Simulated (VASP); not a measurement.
# AlP3O6 (Fm-3m) in VASP: further runs

Runs on AlP3O6. Level: PBE. Tasks: relaxation of cell and atoms, single point.

All numbers are computed with VASP 6.6.1; they aren't measurements. Logs are shortened: lines on timing, memory, paths and dates and some standing lists are left out, and cuts for length are marked.

## Step 1: The cell of the first run

The structure is cubic, space group Fm-3m (No. 225). Conventional cell: a = 7.194 Å, b = 7.194 Å, c = 7.194 Å, α = 90.00°, β = 90.00°, γ = 90.00°. Al (site symmetry m-3m) has 6 O at 1.88 Å within 2.5 Å. Within 3.4 Å of P (site symmetry -43m) lie 12 O at 2.54 Å and 4 Al at 3.12 Å and 4 P at 3.12 Å. Within 2.3 Å of P (site symmetry m-3m) lie 6 O at 1.71 Å. Within 2.3 Å of O (site symmetry 4mm) lie 1 P at 1.71 Å and 1 Al at 1.88 Å.

## Step 2: Relaxation of cell and atoms, PBE

INCAR

```
PREC = Accurate
ENCUT = 600
EDIFF = 1E-7
ISMEAR = 0
SIGMA = 0.1
LREAL = False
LASPH = True
NELM = 100
ALGO = Normal
ISIF = 3
LWAVE = False
LCHARG = False
GGA = PE
IBRION = 2
NSW = 100
EDIFFG = -0.01
```

KPOINTS

```
Automatic mesh
0
Gamma
  10 10 10
```

POSCAR

```
AlP3O6
1.0
    0.0000000000      3.5969132945      3.5969132945
    3.5969132945      0.0000000000      3.5969132945
    3.5969132945      3.5969132945      0.0000000000
Al P O
1 3 6
Direct
    0.0000000000      0.0000000000      0.0000000000
    0.2500000000      0.2500000000      0.2500000000
    0.7500000000      0.7500000000      0.7500000000
    0.5000000000      0.5000000000      0.5000000000
    0.7379917865      0.2620082135      0.2620082135
    0.2620082135      0.7379917865      0.7379917865
    0.2620082135      0.7379917865      0.2620082135
    0.7379917865      0.2620082135      0.7379917865
    0.2620082135      0.2620082135      0.7379917865
    0.7379917865      0.7379917865      0.2620082135
```

Potentials or basis: VASP PAW PBE potentials, release 64 (Al, P, O).

Command:

```sh
cat potpaw_PBE.64/Al/POTCAR potpaw_PBE.64/P/POTCAR potpaw_PBE.64/O/POTCAR > POTCAR
mpirun -np 1 vasp_std > vasp.out
```

OUTCAR:

```text
PREC = Accurate
   ENCUT = 600
   EDIFF = 1E-7
   ISMEAR = 0
   LREAL = False
   LASPH = True
   NELM = 100
   ISIF = 3
   GGA = PE
   IBRION = 2
   NSW = 100
   EDIFFG = -0.01

 ion  position               nearest neighbor table
   1  0.000  0.000  0.000-   5 1.88   6 1.88   7 1.88   8 1.88   9 1.88  10 1.88   3 3.12   3 3.12
                             2 3.12   3 3.12   3 3.12   2 3.12   2 3.12   2 3.12
   2  0.250  0.250  0.250-   1 3.12   1 3.12   1 3.12   1 3.12
   3  0.750  0.750  0.750-   1 3.12   1 3.12   1 3.12   1 3.12
   4  0.500  0.500  0.500-   5 1.71   6 1.71   7 1.71   8 1.71   9 1.71  10 1.71
   5  0.738  0.262  0.262-   4 1.71   1 1.88
   6  0.262  0.738  0.738-   4 1.71   1 1.88
   7  0.262  0.738  0.262-   4 1.71   1 1.88
   8  0.738  0.262  0.738-   4 1.71   1 1.88
   9  0.262  0.262  0.738-   4 1.71   1 1.88
  10  0.738  0.738  0.262-   4 1.71   1 1.88

  LATTYP: Found a face centered cubic cell.
 ALAT       =     7.1938265890

  Lattice vectors:

 A1 = (   0.0000000000,   3.5969132945,   3.5969132945)
 A2 = (   3.5969132945,   0.0000000000,   3.5969132945)
 A3 = (   3.5969132945,   3.5969132945,   0.0000000000)

Analysis of symmetry for initial positions (statically):
=====================================================================
 Subroutine PRICEL returns:
 Original cell was already a primitive cell.

 Routine SETGRP: Setting up the symmetry group for a
 face centered cubic supercell.

 Subroutine GETGRP returns: Found 48 space group operations
 (whereof 48 operations were pure point group operations)
 out of a pool of 48 trial point group operations.

The static configuration has the point symmetry O_h .

Analysis of symmetry for dynamics (positions and initial velocities):
=====================================================================
 Subroutine PRICEL returns:
 Original cell was already a primitive cell.

 Routine SETGRP: Setting up the symmetry group for a
 face centered cubic supercell.

 Subroutine GETGRP returns: Found 48 space group operations
 (whereof 48 operations were pure point group operations)
 out of a pool of 48 trial point group operations.

The dynamic configuration has the point symmetry O_h .

 Subroutine INISYM returns: Found 48 space group operations
 (whereof 48 operations are pure point group operations),
 and found     1 'primitive' translations

----------------------------------------------------------------------------------------

                                     Primitive cell

  volume of cell :      93.0722

  direct lattice vectors                    reciprocal lattice vectors
     0.000000000  3.596913295  3.596913295    -0.139008077  0.139008077  0.139008077
     3.596913295  0.000000000  3.596913295     0.139008077 -0.139008077  0.139008077
     3.596913295  3.596913295  0.000000000     0.139008077  0.139008077 -0.139008077

  length of vectors
     5.086803564  5.086803564  5.086803564     0.240769052  0.240769052  0.240769052

  position of ions in fractional coordinates (direct lattice)
     0.000000000  0.000000000  0.000000000
     0.250000000  0.250000000  0.250000000
     0.750000000  0.750000000  0.750000000
     0.500000000  0.500000000  0.500000000
     0.737991786  0.262008214  0.262008214
     0.262008214  0.737991786  0.737991786
     0.262008214  0.737991786  0.262008214
     0.737991786  0.262008214  0.737991786
     0.262008214  0.262008214  0.737991786
     0.737991786  0.737991786  0.262008214

  ion indices of the primitive-cell ions
   primitive index   ion index
                 1           1
                 2           2
                 3           3
                 4           4
                 5           5
                 6           6
                 7           7
                 8           8
                 9           9
                10          10

----------------------------------------------------------------------------------------

 KPOINTS: Automatic mesh

Automatic generation of k-mesh.
 Grid dimensions read from file:
 generate k-points for:   10   10   10

 Generating k-lattice:

  Cartesian coordinates                     Fractional coordinates (reciprocal lattice)
    -0.013900808  0.013900808  0.013900808     0.100000000  0.000000000  0.000000000
     0.013900808 -0.013900808  0.013900808     0.000000000  0.100000000  0.000000000
     0.013900808  0.013900808 -0.013900808     0.000000000  0.000000000  0.100000000

  Length of vectors
     0.024076905  0.024076905  0.024076905

  Shift w.r.t. Gamma in fractional coordinates (k-lattice)
     0.000000000  0.000000000  0.000000000

 Subroutine IBZKPT returns following result:
 ===========================================

 Found     47 irreducible k-points:

 Following reciprocal coordinates:
            Coordinates               Weight
  0.000000  0.000000  0.000000      1.000000
  0.100000  0.000000  0.000000      8.000000
  0.200000  0.000000  0.000000      8.000000
  0.300000  0.000000  0.000000      8.000000
  0.400000  0.000000  0.000000      8.000000
  0.500000  0.000000  0.000000      4.000000
[... 16 lines left out ...]
  0.300000  0.300000  0.000000      6.000000
  0.400000  0.300000  0.000000     24.000000
 [... further k-points ...]
   k-points           NKPTS =     47   k-points in BZ     NKDIM =     47   number of bands    NBANDS=     33
   number of dos      NEDOS =    301   number of ions     NIONS =     10
   total plane-waves  NPLWV =  74088
   dimension x,y,z NGX =    42 NGY =   42 NGZ =   42
   dimension x,y,z NGXF=    84 NGYF=   84 NGZF=   84
   ions per type =               1   3   6
   NGX,Y,Z   is equivalent  to a cutoff of  13.73, 13.73, 13.73 a.u.
   NGXF,Y,Z  is equivalent  to a cutoff of  27.45, 27.45, 27.45 a.u.
 SYSTEM =  unknown system
   PREC   = accura    normal or accurate (medium, high low for compatibility)
   ISTART =      0    job   : 0-new  1-cont  2-samecut
   ICHARG =      2    charge: 1-file 2-atom 10-const
   ISPIN  =      1    spin polarized calculation?
   LNONCOLLINEAR =      F non collinear calculations
   LSORBIT =      F    spin-orbit coupling
   LASPH  =      T    aspherical Exc in radial PAW
   ENCUT  =  600.0 eV  44.10 Ry    6.64 a.u.  10.16 10.16 10.16*2*pi/ulx,y,z
   NELM   =    100;   NELMIN=  2; NELMDL= -5     # of ELM steps
   EDIFF  = 0.1E-06   stopping-criterion for ELM
   LREAL  =      F    real-space projection
   EDIFFG = -.1E-01   stopping-criterion for IOM
   NSW    =    100    number of steps for IOM
   IBRION =      2    ionic relax: 0-MD 1-quasi-New 2-CG
   NFREE  =      1    steps in history (QN), initial steepest desc. (CG)
   ISIF   =      3    stress and relaxation
   ISYM   =      2    0-nonsym 1-usesym 2-fastsym
   POTIM  = 0.5000    time-step for ionic-motion
   TEBEG  =    0.0;   TEEND  =   0.0 temperature during run
   PSTRESS=    0.0 pullay stress
   NELECT =      54.0000    total number of electrons
   NUPDOWN=      -1.0000    fix difference up-down
   EMIN   =  10.00;   EMAX   =-10.00  energy-range for DOS
   EFERMI =   0.00;   METHOD = LEGACY
   ISMEAR =     0;   SIGMA  =   0.10  broadening in eV -4-tet -1-fermi 0-gaus
   EFERMI_NEDOS =   21; number of points for ismear=-14 and -15
   IALGO  =     38    algorithm
   IMIX   =      4    mixing-type and parameters
     AMIX     =   0.40;   BMIX     =  1.00
     AMIX_MAG =   1.60;   BMIX_MAG =  1.00
  volume/ion in A,a.u.               =       9.31        62.81
  Fermi-wavevector in a.u.,A,eV,Ry     =   1.365420  2.580269 25.366301  1.864371
  Thomas-Fermi vector in A             =   2.491650
   LORBIT       =      0    0 simple, 1 ext, 2 COOP (PROOUT), +10 PAW based schemes
   GGA     = PE    functional components
   LHFCALC =     F    Hartree Fock is set to
   AEXX    =    0.0000 exact exchange contribution
   IVDW    =     0    specifies the selected vdW correction
   LEPSILON=     F    determine dielectric tensor
   LRPA    =     F    only Hartree local field effects (RPA)
 conjugate gradient relaxation of ions
 non-spin polarized calculation
 Gauss-broadening in eV      SIGMA  =   0.10
  energy-cutoff  :      600.00
  volume of cell :       93.07
 maximum number of plane-waves:      3138
 NGX is ok and might be reduce to    42
   NGX = 21   NGY = 21   NGZ = 21

--------------------------------------- Ionic step        1  -------------------------------------------

 number of electron      53.9999979 magnetization

 Free energy of the ion-electron system (eV)
  ---------------------------------------------------
  ext. energy  EPLUGINS =         0.00000000
  ---------------------------------------------------
  free energy    TOTEN  =       -59.12694526 eV

  energy without entropy =      -59.10686488  energy(sigma->0) =      -59.11690507

------------------------ aborting loop because EDIFF is reached ----------------------------------------

  FORCE on cell =-STRESS in cart. coord.  units (eV):
  Direction    XX          YY          ZZ          XY          YZ          ZX
  --------------------------------------------------------------------------------------
  -------------------------------------------------------------------------------------
  Total       -0.3828510     -0.3828510     -0.3828510      0.0000000      0.0000000     -0.0000000
  in kB       -6.5905320     -6.5905320     -6.5905320      0.0000000      0.0000000     -0.0000000
  external PRESSURE =      -6.5905320 kB  Pullay stress =       0.0000000 kB
[... 161 lines left out ...]
  energy  without entropy=      -59.1075077829  energy(sigma->0) =      -59.11751711

--------------------------------------- Ionic step        5  -------------------------------------------

 number of electron      53.9999979 magnetization

 Free energy of the ion-electron system (eV)
  ---------------------------------------------------
  ext. energy  EPLUGINS =         0.00000000
  ---------------------------------------------------
  free energy    TOTEN  =       -59.12754683 eV

  energy without entropy =      -59.10752890  energy(sigma->0) =      -59.11753787

 E-fermi :   8.8485     XC(G=0): -11.9154

 val. band max:        8.8355101259   @ k =  -0.4000   0.3000   0.1000
 cond. band min:       8.8584840842   @ k =   0.5000   0.3000   0.0000
 fundamental gap:      0.0229739584
 Fermi energy:         8.8485064318

 k-point     1 :       0.0000    0.0000    0.0000
  band No.  band energies     occupation
      1     -14.7401      2.00000
      2     -11.5383      2.00000
      3     -11.5383      2.00000
      4     -11.5383      2.00000
      5     -10.2395      2.00000
      6     -10.2395      2.00000
[... 853 lines left out ...]
     32      10.3363      0.00000
     33      13.0588      0.00000

 [... further k-points ...]

------------------------ aborting loop because EDIFF is reached ----------------------------------------

  FORCE on cell =-STRESS in cart. coord.  units (eV):
  Direction    XX          YY          ZZ          XY          YZ          ZX
  --------------------------------------------------------------------------------------
  -------------------------------------------------------------------------------------
  Total        0.0014442      0.0014442      0.0014442      0.0000000     -0.0000000      0.0000000
  in kB        0.0249406      0.0249406      0.0249406      0.0000000     -0.0000000      0.0000000
  external PRESSURE =       0.0249406 kB  Pullay stress =       0.0000000 kB
[... 25 lines left out ...]
  FREE ENERGIE OF THE ION-ELECTRON SYSTEM (eV)
  ---------------------------------------------------
  free  energy   TOTEN  =       -59.1275468294 eV

  energy  without entropy=      -59.1075289024  energy(sigma->0) =      -59.11753787

 reached required accuracy - stopping structural energy minimisation
```

It took 13 min on 1 thread of Intel Xeon Platinum 8375C at 2.90GHz (Ice Lake), shared host; peak memory 0.35 GiB.

Results:

| Item | Value |
| --- | --- |
| Free energy | -59.1275 eV |
| Relaxed volume | 9.28 Å³/atom |
| Relaxed cell | a = 5.081 Å, b = 5.081 Å, c = 5.081 Å, α = 60.00°, β = 60.00°, γ = 60.00° |
| Space group after relaxing (to 0.05 Å) | Fm-3m (No. 225) |
| Energy gained by relaxing | 0.1 meV/atom |
| Ionic steps | 5 |
| Pressure after relaxing | 0.0 GPa |
| Band gap on the k mesh | zero (band 27 reaches 10.74 eV, above the bottom of band 28 at 8.16 eV) |

The path:
```tsv
step	energy change (eV)	largest force (eV/Å)	pressure (GPa)	volume (Å³)
1	0.0000	0.0076	-0.66	93.07
2	-0.0002	0.0415	0.55	92.56
3	-0.0006	0.0187	-0.01	92.79
4	-0.0006	0.0170	0.01	92.76
5	-0.0006	0.0002	0.00	92.78
```

Final structure:
```yaml
crystal:
  lattice:
    - [0.00000, 3.59312, 3.59312]
    - [3.59312, 0.00000, 3.59312]
    - [3.59312, 3.59312, 0.00000]
  atoms:
    - { symbol: Al, position: [0.00000, 0.00000, 0.00000] }
    - { symbol: P, position: [0.25000, 0.25000, 0.25000] }
    - { symbol: P, position: [0.75000, 0.75000, 0.75000] }
    - { symbol: P, position: [0.50000, 0.50000, 0.50000] }
    - { symbol: O, position: [0.73802, 0.26198, 0.26198] }
    - { symbol: O, position: [0.26198, 0.73802, 0.73802] }
    - { symbol: O, position: [0.26198, 0.73802, 0.26198] }
    - { symbol: O, position: [0.73802, 0.26198, 0.73802] }
    - { symbol: O, position: [0.26198, 0.26198, 0.73802] }
    - { symbol: O, position: [0.73802, 0.73802, 0.26198] }
```

Levels at points of the mesh, in eV from the Fermi level:
| k point | band 24 | band 25 | band 26 | band 27 | band 28 | band 29 | band 30 | band 31 |
| --- | --- | --- | --- | --- | --- | --- | --- | --- |
| (0.00, 0.00, 0.00) | -2.01 | -2.01 | -2.01 | 1.85 | 2.20 | 2.20 | 2.20 | 2.21 |
| (0.50, 0.00, 0.00) | -3.06 | -3.03 | -2.61 | -0.92 | -0.69 | 1.69 | 1.69 | 1.83 |
| (0.50, 0.50, 0.00) | -3.54 | -2.84 | -2.07 | -1.29 | -0.56 | 1.21 | 1.21 | 1.34 |

## Step 3: Single point, PBE

INCAR

```
SYSTEM = AlP3O6
  PREC = Accurate
  ENCUT = 520
  EDIFF = 1E-7
  ISMEAR = 0
  SIGMA = 0.1
  LREAL = .FALSE.
  LASPH = .TRUE.
  NELM = 100
  ALGO = Normal
  ISIF = 2
  LWAVE = .FALSE.
  LCHARG = .TRUE.
  GGA = PE
  LELF = .TRUE.
  LVHAR = .TRUE.
  NBANDS = 38
```

KPOINTS

```
regular mesh
0
G
  10 10 10
  0 0 0
```

POSCAR is that of step 2.

Potentials or basis: VASP PAW PBE potentials, release 64 (Al, P, O).

Command:

```sh
cat potpaw_PBE.64/Al/POTCAR potpaw_PBE.64/P/POTCAR potpaw_PBE.64/O/POTCAR > POTCAR
mpirun -np 1 vasp_std > vasp.out
```

Wall time 4.3 min (1 thread of Intel Xeon Platinum 8375C at 2.90GHz (Ice Lake), shared host); peak memory 0.3 GiB.

The run converged. Its results:

```yaml
Free_energy: -59.1095 eV
Pressure: -0.4 GPa
Band_gap_on_the_k_mesh: zero (band 27 reaches 10.68 eV, above the bottom of band 28 at 8.12 eV)
```

Forces in eV/Å, atoms in the order of the input:
```
Al   0.000  0.000  0.000
P    0.000  0.000  0.000
P    0.000  0.000  0.000
P    0.000  0.000  0.000
O    0.003  0.000  0.000
O   -0.003  0.000  0.000
O    0.000  0.003  0.000
O    0.000 -0.003  0.000
O    0.000  0.000  0.003
O    0.000  0.000 -0.003
```

Levels at points of the mesh, in eV from the Fermi level:
| k point | band 24 | band 25 | band 26 | band 27 | band 28 | band 29 | band 30 | band 31 |
| --- | --- | --- | --- | --- | --- | --- | --- | --- |
| (0.00, 0.00, 0.00) | -1.99 | -1.99 | -1.99 | 1.81 | 2.19 | 2.19 | 2.19 | 2.20 |
| (0.50, 0.00, 0.00) | -3.04 | -3.01 | -2.59 | -0.91 | -0.68 | 1.69 | 1.69 | 1.82 |
| (0.50, 0.50, 0.00) | -3.53 | -2.83 | -2.06 | -1.29 | -0.56 | 1.20 | 1.20 | 1.33 |
